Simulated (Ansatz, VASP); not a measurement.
## Two plane-wave programs on Zr2Pb2O3

```xyz
7
Lattice="3.4821 0.0000 0.0000 -1.7411 3.0156 0.0000 0.0000 0.0000 12.2660" Properties=species:S:1:pos:R:3 pbc="T T T"
Zr    1.7411    1.0052   10.9235
Zr    0.0000    2.0104    1.3425
Pb    0.0000    2.0104    4.8360
Pb    1.7411    1.0052    7.4300
O     0.0000    2.0104   10.3546
O     1.7411    1.0052    1.9114
O     0.0000    0.0000    0.0000
```

Alike in both runs: functional PBE; k mesh 5 × 5 × 2; occupations gaussian, width 0.2 eV; no spin polarisation.

Ansatz relaxed the structure, and its values are those at the end. VASP's run is a single point on that final structure, the one shown.

```csv
,VASP,Ansatz
version,VASP 6.6.1,Ansatz 0.2.0
potentials or method,"VASP PAW PBE potentials, release 64 (Zr_sv, Pb_d, O), cutoff 520 eV","scalar-relativistic, plane waves, PAW"
valence electrons in the cell,70,70
```

```tsv
	VASP	Ansatz	Ansatz less VASP
gap on the k mesh at the Fermi level (eV)	none	none	-
pressure (GPa)	0.6	0.5	-0.10
rms of the force components (eV/Å)	0.024	0.027	+0.0029
```

A gap of «none» marks a metal or a gap that the smearing closes. With one functional, cell and mesh, what is left measures potentials, basis and numerics.

The k mesh is coarse, so the values compare programs but aren't converged. Spin-orbit coupling is off throughout.
